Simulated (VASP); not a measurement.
# Na: single point with PBEsol

Crystal: Na.

```
Na
1.0
     6.86223    0.00000    0.00000
     0.00000    6.86223    0.00000
     0.00000    0.00000    6.86223
Na
1
Direct
  0.00000 0.00000 0.00000
```

This cell differs from its parent crystal: strained.

```json
{
  "Program": "VASP 6.6.1",
  "Task": "single point",
  "Functional": "PBEsol",
  "Potentials or basis": "VASP PAW PBE potentials, release 64 (Na_pv)",
  "Cutoff": "520 eV",
  "k mesh": "6 × 6 × 6",
  "Occupations": "gaussian, width 0.1 eV",
  "Spin": "no spin polarisation",
  "Dipole correction": "no",
  "Further INCAR settings": "ALGO = Fast; EDIFF = 1e-06; NBANDS = 10"
}
```

| Item | Value |
| --- | --- |
| Pressure | -0.2 GPa |
| Band gap on the k mesh | zero (an odd number of electrons rules out a gap without spin polarisation) |

Levels at points of the mesh, in eV from the Fermi level:
```csv
k point,band 1,band 2,band 3,band 4,band 5,band 6
"(0.00, 0.00, 0.00)",-26.11,-26.11,-26.11,-0.45,2.78,2.78
"(0.50, 0.00, 0.00)",-26.11,-26.11,-26.11,-0.11,1.16,3.08
"(0.50, 0.50, 0.00)",-26.11,-26.11,-26.11,0.21,1.56,1.56
"(0.50, 0.50, 0.50)",-26.11,-26.11,-26.11,0.51,1.92,1.92
```

It took 71 s on 1 thread of Intel(R) Xeon(R) Platinum 8488C (Sapphire Rapids) (shared host), peak memory 0.39 GiB.

Caveat: the cell differs from its parent crystal (strained); the nearest neighbours stand farther apart than a usual bond; the PAW data sets were made with another functional, which shifts forces and pressure a little.
